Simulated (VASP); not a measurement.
Ta, 1 atom in the cell. It takes space group Im-3m (No. 229, cubic). The conventional cell has a = 3.292 Å, b = 3.292 Å, c = 3.292 Å, α = 90.00°, β = 90.00°, γ = 90.00°. Ta (site symmetry m-3m) has 14 Ta at 2.85 to 3.29 Å within 3.8 Å.  This cell differs from its parent crystal: volume scaled by 0.99.

```yaml
Program: VASP 6.6.1
Task: electric field gradients
Functional: PBE
Potentials_or_basis: VASP PAW PBE potentials, release 64 (Ta_pv)
Cutoff: 520 eV
k_mesh: 17 × 17 × 17
Occupations: fermi-dirac, width 0.08 eV
Spin: no spin polarisation
Dipole_correction: no
Further_INCAR_settings: ALGO = Normal; EDIFF = 1e-08; NBANDS = 12
```

Potentials or basis: VASP PAW PBE potentials, release 64 (Ta_pv).

Launch:

```sh
$ cat potpaw_PBE.64/Ta_pv/POTCAR > POTCAR
$ mpirun -np 1 vasp_std > vasp.out
```

Hardware: 1 thread of AMD EPYC 7R43 64-Core Processor (Zen 3), with other jobs on the host.

**Question.** Estimate the wall time of this run.

**Answer.** It took 38 s on 1 thread of AMD EPYC 7R43 64-Core Processor (Zen 3) (shared host), peak memory 0.13 GiB. Counts: scf iterations 14, k points 165.
